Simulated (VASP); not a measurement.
Wanted: the native input for a VASP 6.6.1 run.

```yaml
Task: single point
Functional: r2SCAN
Potentials_or_basis: VASP PAW PBE potentials, release 64 (Al, P, Ga_d)
Cutoff: 520 eV
k_mesh: 8 × 8 × 8
Occupations: gaussian, width 0.01 eV
Spin: no spin polarisation
Dipole_correction: no
Further_INCAR_settings: ALGO = Normal; EDIFF = 1e-06; NBANDS = 26
```

Crystal: Al2GaP3.

```xyz
6
Lattice="-1.9726 1.9726 8.3618 1.9726 -1.9726 8.3618 1.9726 1.9726 -8.3618" Properties=species:S:1:pos:R:3 pbc="T T T"
Al    0.0000    0.0000   13.9401
Al    0.0000    0.0000    2.7835
P     1.9726    0.0000    4.1809
P     0.0000    1.9726    1.3921
P     0.0000    1.9726    6.9697
Ga    0.0000    0.0000    8.3618
```

The input as run:

POSCAR

```
Al2GaP3
1.0
   -1.9725712739      1.9725712739      8.3618042240
    1.9725712739     -1.9725712739      8.3618042240
    1.9725712739      1.9725712739     -8.3618042240
Al P Ga
2 3 1
Direct
    0.8335565891      0.8335565891      0.0000000000
    0.1664434109      0.1664434109      0.0000000000
    0.2500000000      0.7500000000      0.5000000000
    0.5832411642      0.0832411642      0.5000000000
    0.9167588358      0.4167588358      0.5000000000
    0.5000000000      0.5000000000      0.0000000000
```

INCAR.step1

```
SYSTEM = Al2GaP3
PREC = Accurate
ENCUT = 520
ISMEAR = 0
SIGMA = 0.01
LREAL = .FALSE.
LASPH = .TRUE.
NELM = 100
NBANDS = 26
GGA = PE
ALGO = Normal
EDIFF = 1E-4
LWAVE = .TRUE.
LCHARG = .FALSE.
```

INCAR.step2

```
SYSTEM = Al2GaP3
PREC = Accurate
ENCUT = 520
EDIFF = 1E-6
ISMEAR = 0
SIGMA = 0.01
LREAL = .FALSE.
LASPH = .TRUE.
NELM = 100
ALGO = Normal
ISIF = 2
LWAVE = .FALSE.
LCHARG = .FALSE.
METAGGA = R2SCAN
LMIXTAU = .TRUE.
NBANDS = 26
ISTART = 1
```

KPOINTS

```
regular mesh
0
G
  8 8 8
  0 0 0
```

Potentials or basis: VASP PAW PBE potentials, release 64 (Al, P, Ga_d).

Launch:

```sh
$ cat potpaw_PBE.64/Al/POTCAR potpaw_PBE.64/P/POTCAR potpaw_PBE.64/Ga_d/POTCAR > POTCAR
$ cp INCAR.step1 INCAR
$ mpirun -np 1 vasp_std > vasp.out
$ cp INCAR.step2 INCAR
$ mpirun -np 1 vasp_std > vasp.out
```

It gave:

```
Pressure               : -4.8 GPa
Largest force          : 0.051 eV/Å
Band gap on the k mesh : 2.01 eV (least direct gap 2.16 eV)
```

Caveat: the cell stands under tension; the PAW data sets were made with another functional, which shifts forces and pressure a little.

Wall time 42 min on 1 thread of Intel(R) Xeon(R) 6975P-C (Granite Rapids), on a shared host, peak memory 0.9 GiB.
